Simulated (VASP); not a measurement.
The system is Ni.

```
Ni
1.0
     2.49176    0.00000    0.00000
    -1.24588    2.15792    0.00000
     0.00000    0.00000    4.06904
Ni
2
Direct
  0.33333 0.66667 0.25000
  0.66667 0.33333 0.75000
```

| Item | Value |
| --- | --- |
| Program | VASP 6.6.1 |
| Task | relaxation of cell and atoms |
| Functional | RPBE |
| Potentials or basis | VASP PAW PBE potentials, release 64 (Ni) |
| Cutoff | 600 eV |
| k mesh | 14 × 14 × 8 |
| Occupations | fermi-dirac, width 0.05 eV |
| Spin | collinear spin, ferromagnetic start |
| Starting moments | [0.8, 0.8] μB |

At the start: pressure 5.4 GPa; volume 10.94 Å³/atom.

Question: Where does the relaxation end?

Answer: Over 6 steps the energy falls by 5.4 meV/atom and the volume is 11.26 Å³/atom (+2.9 %); space group P6_3/mmc (No. 194, to 0.05 Å); moment 1.34 μB per cell.

Step by step:
| step | energy change (eV) | largest force (eV/Å) | pressure (GPa) | volume (Å³) |
| --- | --- | --- | --- | --- |
| 1 | 0.0000 | 0.0000 | 5.43 | 21.88 |
| 2 | -0.0040 | 0.0000 | -3.88 | 23.08 |
| 3 | -0.0108 | 0.0000 | -0.02 | 22.53 |
| 4 | -0.0108 | 0.0000 | 0.10 | 22.52 |
| 5 | -0.0108 | 0.0000 | 0.11 | 22.52 |
| 6 | -0.0108 | 0.0000 | 0.11 | 22.52 |

Final structure:
```yaml
crystal:
  lattice:
    - [2.51299, 0.00000, 0.00000]
    - [-1.25650, 2.17632, 0.00000]
    - [0.00000, 0.00000, 4.11728]
  atoms:
    - { symbol: Ni, position: [0.33333, 0.66667, 0.25000] }
    - { symbol: Ni, position: [0.66667, 0.33333, 0.75000] }
```

Caveat: the PAW data sets were made with another functional, which shifts forces and pressure a little.
